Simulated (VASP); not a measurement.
# Mg6F in VASP: a series of runs

Runs on Mg6F. Level: PBE. Tasks: single point.

Program: VASP 6.6.1. These are calculated values, not measurements. Logs are shortened: lines on timing, memory, paths and dates and some standing lists are left out, and cuts for length are marked.

## (1) The cell of the first run

The cell holds a slab with vacuum, 7 atoms: a = 3.203 Å, b = 7.978 Å, c = 20.985 Å, α = 90.00°, β = 90.00°, γ = 101.58°.

## (2) Single point, PBE

File INCAR:

```
ALGO = Normal
DIPOL = 0.5 0.5 0.315
EDIFF = 1E-6
ENCUT = 520
GGA = PE
IDIPOL = 3
ISIF = 2
ISMEAR = 0
LASPH = T
LCHARG = F
LDIPOL = T
LREAL = F
LWAVE = F
NBANDS = 18
NELM = 60
PREC = Accurate
SIGMA = 0.1
```

File KPOINTS:

```
k-points
0
Gamma
  9 4 1
```

File POSCAR:

```
Mg6F
1.0
    3.2034417932      0.0000000000      0.0000000000
   -1.6017208966      7.8153198520      0.0000000000
    0.0000000000      0.0000000000     20.9851131634
Mg F
6 1
Direct
    0.8493879956      0.6987759913      0.1906113143
    0.5210014932      0.0420029864      0.2197581863
    0.1926149907      0.3852299814      0.2489050583
    0.3710660944      0.7414803149      0.3283003664
    0.0426232582      0.0834482649      0.3542380799
    0.7128162912      0.4251093731      0.3805132287
    0.7128162912      0.8001093731      0.4820137535
```

Potentials or basis: VASP PAW PBE potentials, release 64 (Mg, F).

The run is started by

```
> cat potpaw_PBE.64/Mg/POTCAR potpaw_PBE.64/F/POTCAR > POTCAR
> mpirun -np 1 vasp_std > vasp.out
```

OUTCAR:

```text
EDIFF = 1E-6
   ENCUT = 520
   GGA = PE
   ISIF = 2
   ISMEAR = 0
   LASPH = T
   LREAL = F
   NELM = 60
   PREC = Accurate

 ion  position               nearest neighbor table
   1  0.849  0.699  0.191-   3 3.17   3 3.17   2 3.18   2 3.18   4 3.32   4 3.32
   2  0.521  0.042  0.220-   3 3.18   3 3.18   1 3.18   1 3.18   5 3.26   5 3.26   4 3.27
   3  0.193  0.385  0.249-   1 3.17   1 3.17   2 3.18   2 3.18   6 3.21   6 3.21   5 3.23   4 3.24

   4  0.371  0.741  0.328-   6 3.14   6 3.14   5 3.16   5 3.16   3 3.24   2 3.27   1 3.32   1 3.32

   5  0.043  0.083  0.354-   6 3.16   4 3.16   6 3.16   4 3.16   3 3.23   2 3.26   2 3.26
   6  0.713  0.425  0.381-   4 3.14   4 3.14   5 3.16   5 3.16   3 3.21   3 3.21
   7  0.713  0.800  0.482-

  LATTYP: Found a base centered orthorhombic cell.
 ALAT       =     3.2034417932
 B/A-ratio  =     4.8793268968
 C/A-ratio  =     6.5508020804

  Lattice vectors:

 A1 = (   1.6017208966,  -7.8153198520,   0.0000000000)
 A2 = (   1.6017208966,   7.8153198520,   0.0000000000)
 A3 = (   0.0000000000,   0.0000000000,  20.9851131634)

Analysis of symmetry for initial positions (statically):
=====================================================================
 Subroutine PRICEL returns:
 Original cell was already a primitive cell.

 Routine SETGRP: Setting up the symmetry group for a
 base centered orthorhombic supercell.

 Subroutine GETGRP returns: Found  1 space group operations
 (whereof  1 operations were pure point group operations)
 out of a pool of  8 trial point group operations.

The static configuration has the point symmetry C_1 .

Analysis of symmetry for dynamics (positions and initial velocities):
=====================================================================
 Subroutine PRICEL returns:
 Original cell was already a primitive cell.

 Routine SETGRP: Setting up the symmetry group for a
 base centered orthorhombic supercell.

 Subroutine GETGRP returns: Found  1 space group operations
 (whereof  1 operations were pure point group operations)
 out of a pool of  8 trial point group operations.

The dynamic configuration has the point symmetry C_1 .

 Subroutine INISYM returns: Found  1 space group operations
 (whereof  1 operations are pure point group operations),
 and found     1 'primitive' translations

----------------------------------------------------------------------------------------

                                     Primitive cell

  volume of cell :     525.3817

  direct lattice vectors                    reciprocal lattice vectors
     3.203441793  0.000000000  0.000000000     0.312164249  0.063976908  0.000000000
    -1.601720897  7.815319852  0.000000000     0.000000000  0.127953816  0.000000000
     0.000000000  0.000000000 20.985113163     0.000000000  0.000000000  0.047652829

  length of vectors
     3.203441793  7.977764989 20.985113163     0.318652731  0.127953816  0.047652829

  position of ions in fractional coordinates (direct lattice)
     0.849387996  0.698775991  0.190611314
     0.521001493  0.042002986  0.219758186
     0.192614991  0.385229981  0.248905058
     0.371066094  0.741480315  0.328300366
     0.042623258  0.083448265  0.354238080
     0.712816291  0.425109373  0.380513229
     0.712816291  0.800109373  0.482013753

  ion indices of the primitive-cell ions
   primitive index   ion index
                 1           1
                 2           2
                 3           3
                 4           4
                 5           5
                 6           6
                 7           7

----------------------------------------------------------------------------------------

 KPOINTS: k-points

Automatic generation of k-mesh.
 Grid dimensions read from file:
 generate k-points for:    9    4    1

 Generating k-lattice:

  Cartesian coordinates                     Fractional coordinates (reciprocal lattice)
     0.034684917  0.007108545  0.000000000     0.111111111 -0.000000000  0.000000000
     0.000000000  0.031988454  0.000000000     0.000000000  0.250000000  0.000000000
     0.000000000  0.000000000  0.047652829     0.000000000  0.000000000  1.000000000

  Length of vectors
     0.035405859  0.031988454  0.047652829

  Shift w.r.t. Gamma in fractional coordinates (k-lattice)
     0.000000000  0.000000000  0.000000000

 -----------------------------------------------------------------------------
|                                                                             |
|           W    W    AA    RRRRR   N    N  II  N    N   GGGG   !!!           |
|           W    W   A  A   R    R  NN   N  II  NN   N  G    G  !!!           |
|           W    W  A    A  R    R  N N  N  II  N N  N  G       !!!           |
|           W WW W  AAAAAA  RRRRR   N  N N  II  N  N N  G  GGG   !            |
|           WW  WW  A    A  R   R   N   NN  II  N   NN  G    G                |
|           W    W  A    A  R    R  N    N  II  N    N   GGGG   !!!           |
|                                                                             |
|     Your reciprocal lattice and k-lattice belong to different lattice       |
|     classes:                                                                |
|                                                                             |
|        The reciprocal lattice is base centered orthorhombic,                |
|        whereas your k-lattice is simple monoclinic.                         |
|                                                                             |
|     Results are often still useful ...                                      |
|                                                                             |
 -----------------------------------------------------------------------------

 WARNING: IBZKPT: internal override: KBLOWUP is changed to .FALSE.
      ... skipping the blow-up phase ...

 Subroutine IBZKPT returns following result:
 ===========================================

 Found     19 irreducible k-points:

 Following reciprocal coordinates:
            Coordinates               Weight
  0.000000  0.000000  0.000000      1.000000
  0.111111 -0.000000  0.000000      2.000000
  0.222222 -0.000000  0.000000      2.000000
  0.333333 -0.000000  0.000000      2.000000
  0.444444 -0.000000  0.000000      2.000000
  0.000000  0.250000  0.000000      2.000000
[... 11 lines left out ...]
  0.333333  0.500000  0.000000      2.000000
  0.444444  0.500000  0.000000      2.000000
   k-points           NKPTS =     19   k-points in BZ     NKDIM =     19   number of bands    NBANDS=     18
   number of dos      NEDOS =    301   number of ions     NIONS =      7
   total plane-waves  NPLWV = 230400
   dimension x,y,z NGX =    24 NGY =   60 NGZ =  160
   dimension x,y,z NGXF=    48 NGYF=  120 NGZF=  320
   ions per type =               6   1
   NGX,Y,Z   is equivalent  to a cutoff of  12.46, 12.50, 12.68 a.u.
   NGXF,Y,Z  is equivalent  to a cutoff of  24.91, 25.01, 25.35 a.u.
 SYSTEM =  unknown system
   PREC   = accura    normal or accurate (medium, high low for compatibility)
   ISTART =      0    job   : 0-new  1-cont  2-samecut
   ICHARG =      2    charge: 1-file 2-atom 10-const
   ISPIN  =      1    spin polarized calculation?
   LNONCOLLINEAR =      F non collinear calculations
   LSORBIT =      F    spin-orbit coupling
   LASPH  =      T    aspherical Exc in radial PAW
   ENCUT  =  520.0 eV  38.22 Ry    6.18 a.u.   5.96 14.83 39.02*2*pi/ulx,y,z
   NELM   =     60;   NELMIN=  2; NELMDL= -5     # of ELM steps
   EDIFF  = 0.1E-05   stopping-criterion for ELM
   LREAL  =      F    real-space projection
   EDIFFG = 0.1E-04   stopping-criterion for IOM
   NSW    =      0    number of steps for IOM
   IBRION =     -1    ionic relax: 0-MD 1-quasi-New 2-CG
   NFREE  =      0    steps in history (QN), initial steepest desc. (CG)
   ISIF   =      2    stress and relaxation
   ISYM   =      2    0-nonsym 1-usesym 2-fastsym
   POTIM  = 0.5000    time-step for ionic-motion
   TEBEG  =    0.0;   TEEND  =   0.0 temperature during run
   PSTRESS=    0.0 pullay stress
   NELECT =      19.0000    total number of electrons
   NUPDOWN=      -1.0000    fix difference up-down
   EMIN   =  10.00;   EMAX   =-10.00  energy-range for DOS
   EFERMI =   0.00;   METHOD = LEGACY
   ISMEAR =     0;   SIGMA  =   0.10  broadening in eV -4-tet -1-fermi 0-gaus
   EFERMI_NEDOS =   21; number of points for ismear=-14 and -15
   IALGO  =     38    algorithm
   IMIX   =      4    mixing-type and parameters
     AMIX     =   0.40;   BMIX     =  1.00
     AMIX_MAG =   1.60;   BMIX_MAG =  1.00
  volume/ion in A,a.u.               =      75.05       506.49
  Fermi-wavevector in a.u.,A,eV,Ry     =   0.541379  1.023057  3.987742  0.293091
  Thomas-Fermi vector in A             =   1.568933
   LORBIT       =      0    0 simple, 1 ext, 2 COOP (PROOUT), +10 PAW based schemes
   GGA     = PE    functional components
   LHFCALC =     F    Hartree Fock is set to
   AEXX    =    0.0000 exact exchange contribution
   IVDW    =     0    specifies the selected vdW correction
   LEPSILON=     F    determine dielectric tensor
   LRPA    =     F    only Hartree local field effects (RPA)
 non-spin polarized calculation
 Gauss-broadening in eV      SIGMA  =   0.10
  energy-cutoff  :      520.00
  volume of cell :      525.38
 maximum number of plane-waves:     14191
   NGX = 11   NGY = 29   NGZ = 79

 number of electron      19.0000000 magnetization

 dipolmoment           0.000000      0.000000      0.582228 electrons x Angstroem

 Free energy of the ion-electron system (eV)
  ---------------------------------------------------
  ext. energy  EPLUGINS =         0.00000000
  ---------------------------------------------------
  free energy    TOTEN  =        -9.95349471 eV

  energy without entropy =       -9.93367925  energy(sigma->0) =       -9.94358698

 E-fermi :  -3.1889     XC(G=0):  -3.2782

 val. band max:       -3.2054022521   @ k =   0.0000   0.0000   0.0000
 cond. band min:      -3.1768298988   @ k =   0.1111   0.5000   0.0000
 fundamental gap:      0.0285723532
 Fermi energy:        -3.1889442404

 k-point     1 :       0.0000    0.0000    0.0000
  band No.  band energies     occupation
      1     -22.2635      2.00000
      2      -9.3193      2.00000
      3      -7.3453      2.00000
      4      -6.9267      2.00000
      5      -6.5783      2.00000
      6      -5.0106      2.00000
[... 10 lines left out ...]
     17       0.4603      0.00000
     18       1.1026      0.00000

 k-point     2 :       0.1111   -0.0000    0.0000
  band No.  band energies     occupation
      1     -22.2556      2.00000
      2      -9.1315      2.00000
      3      -7.2148      2.00000
      4      -6.7991      2.00000
      5      -6.2870      2.00000
      6      -4.9526      2.00000
[... 10 lines left out ...]
     17       0.7939      0.00000
     18       1.1824      0.00000

 k-point     3 :       0.2222   -0.0000    0.0000
  band No.  band energies     occupation
      1     -22.2357      2.00000
      2      -8.5702      2.00000
      3      -6.8184      2.00000
      4      -6.3076      2.00000
      5      -5.5378      2.00000
      6      -4.6329      2.00000
[... 10 lines left out ...]
     17       0.3874      0.00000
     18       1.1498      0.00000

 k-point     4 :       0.3333   -0.0000    0.0000
  band No.  band energies     occupation
      1     -22.2128      2.00000
      2      -7.6424      2.00000
      3      -6.1212      2.00000
      4      -5.4312      2.00000
      5      -4.4460      2.00000
      6      -4.0579      2.00000
[... 270 lines left out ...]
      4      -6.0527      2.00000
      5      -5.5040      2.00000
      6      -4.0767      2.00000
[... 10 lines left out ...]
     17       0.5002      0.00000
     18       0.9385      0.00000

 k-point    18 :       0.3333    0.5000    0.0000
  band No.  band energies     occupation
      1     -22.2128      2.00000
      2      -7.4464      2.00000
      3      -6.6627      2.00000
      4      -5.2719      2.00000
      5      -4.5268      2.00000
      6      -3.8368      2.00000
[... 10 lines left out ...]
     17       0.2461      0.00000
     18       0.5087      0.00000

 k-point    19 :       0.4444    0.5000    0.0000
  band No.  band energies     occupation
      1     -22.1978      2.00000
      2      -6.2967      2.00000
      3      -5.2824      2.00000
      4      -4.8093      2.00000
      5      -4.2528      2.00000
      6      -3.9402      2.00000
[... 10 lines left out ...]
     17       0.0015      0.00000
     18       0.1729      0.00000

------------------------ aborting loop because EDIFF is reached ----------------------------------------

 vacuum level on the upper side and lower side of the slab       (xc-potential included)         2.043        -2.060

  FORCE on cell =-STRESS in cart. coord.  units (eV):
  Direction    XX          YY          ZZ          XY          YZ          ZX
  --------------------------------------------------------------------------------------
  -------------------------------------------------------------------------------------
  Total       -2.2541275     -2.0656809     -4.8933654     -0.4368563     -0.4079297     -0.0024247
  in kB       -6.8740730     -6.2993959    -14.9225594     -1.3322148     -1.2440018     -0.0073944
  external PRESSURE =      -9.3653428 kB  Pullay stress =       0.0000000 kB

 VOLUME and BASIS-vectors are now :
 -----------------------------------------------------------------------------
  energy-cutoff  :      520.00
  volume of cell :      525.38
      direct lattice vectors                 reciprocal lattice vectors
     3.203441793  0.000000000  0.000000000     0.312164249  0.063976908  0.000000000
    -1.601720897  7.815319852  0.000000000     0.000000000  0.127953816  0.000000000
     0.000000000  0.000000000 20.985113163     0.000000000  0.000000000  0.047652829

 POSITION                                       TOTAL-FORCE (eV/Angst)
 -----------------------------------------------------------------------------------
      1.60172      5.46116      4.00000         0.000583      0.041146      0.173409
      1.60172      0.32827      4.61165        -0.004368     -0.042877      0.099236
      0.00000      3.01070      5.22330        -0.001829      0.053177     -0.099432
      0.00104      5.79491      6.88942         0.058349      0.112668      0.490839
      0.00288      0.65217      7.43373        -0.037687     -0.253447      0.480886
      1.60256      3.32237      7.98511        -0.026987      0.211051      0.426310
      1.00191      6.25311     10.11511         0.011937     -0.121717     -1.571249
 -----------------------------------------------------------------------------------
    total drift:                                0.000799      0.000041      0.000827

  FREE ENERGIE OF THE ION-ELECTRON SYSTEM (eV)
  ---------------------------------------------------
  free  energy   TOTEN  =        -9.9534947111 eV

  energy  without entropy=       -9.9336792485  energy(sigma->0) =       -9.94358698

 vacuum level on the upper side and lower side of the slab         4.483         0.278
```

Run time: 3.3 min. Hardware: 1 thread of Intel Xeon 6975P-C (Granite Rapids), shared host; peak memory 0.56 GiB.

Results:

```
Free energy   : -9.9535 eV
Largest force : 1.576 eV/Å
```

Forces on the atoms (eV/Å):
```
Mg   0.001  0.041  0.173
Mg  -0.004 -0.043  0.099
Mg  -0.002  0.053 -0.099
Mg   0.058  0.113  0.491
Mg  -0.038 -0.253  0.481
Mg  -0.027  0.211  0.426
F    0.012 -0.122 -1.571
```

Caveat: an odd number of electrons without spin polarisation forces a metal; a magnetic or distorted state may lie lower.

## (3) Single point, PBE

File INCAR:

```
PREC = Accurate
ENCUT = 520
EDIFF = 1E-7
ISMEAR = 0
SIGMA = 0.1
LREAL = F
LASPH = T
NELM = 80
ALGO = Normal
ISIF = 2
LWAVE = F
LCHARG = F
LDIPOL = T
IDIPOL = 3
DIPOL = 0.5 0.5 0.321
GGA = PE
NBANDS = 18
```

File KPOINTS:

```
regular mesh
0
Gamma
  9 4 1
```

Edit POSCAR of step 2 so:

```diff
@@ -14,2 +14,2 @@
     0.7128162912      0.4251093731      0.3805132287
-    0.7128162912      0.8001093731      0.4820137535
+    0.7128162912      0.8001093731      0.5249012992
```

Potentials or basis: VASP PAW PBE potentials, release 64 (Mg, F).

The run is started by

```
> cat potpaw_PBE.64/Mg/POTCAR potpaw_PBE.64/F/POTCAR > POTCAR
> mpirun -np 1 vasp_std > vasp.out
```

Wall time 4.4 min (1 thread of Intel Xeon 6975P-C (Granite Rapids), shared host); peak memory 0.57 GiB.

It converged, with:

```yaml
Free_energy: -8.9535 eV
Largest_force: 0.741 eV/Å
```

Forces in eV/Å, atoms in the order of the input:
```
Mg   0.001  0.028  0.134
Mg  -0.002 -0.039  0.064
Mg   0.000  0.027 -0.116
Mg   0.009  0.035  0.113
Mg  -0.008 -0.090  0.222
Mg  -0.007  0.096  0.322
F    0.007 -0.057 -0.739
```

Levels at points of the mesh, in eV from the Fermi level:
| k point | band 6 | band 7 | band 8 | band 9 | band 10 | band 11 | band 12 | band 13 |
| --- | --- | --- | --- | --- | --- | --- | --- | --- |
| (0.00, 0.00, 0.00) | -1.82 | -1.55 | -0.64 | -0.23 | -0.17 | 0.06 | 0.94 | 1.37 |
| (0.00, 0.50, 0.00) | -0.99 | -0.60 | -0.45 | -0.35 | -0.19 | -0.13 | 0.06 | 1.19 |

Caveat: an odd number of electrons without spin polarisation forces a metal; a magnetic or distorted state may lie lower.
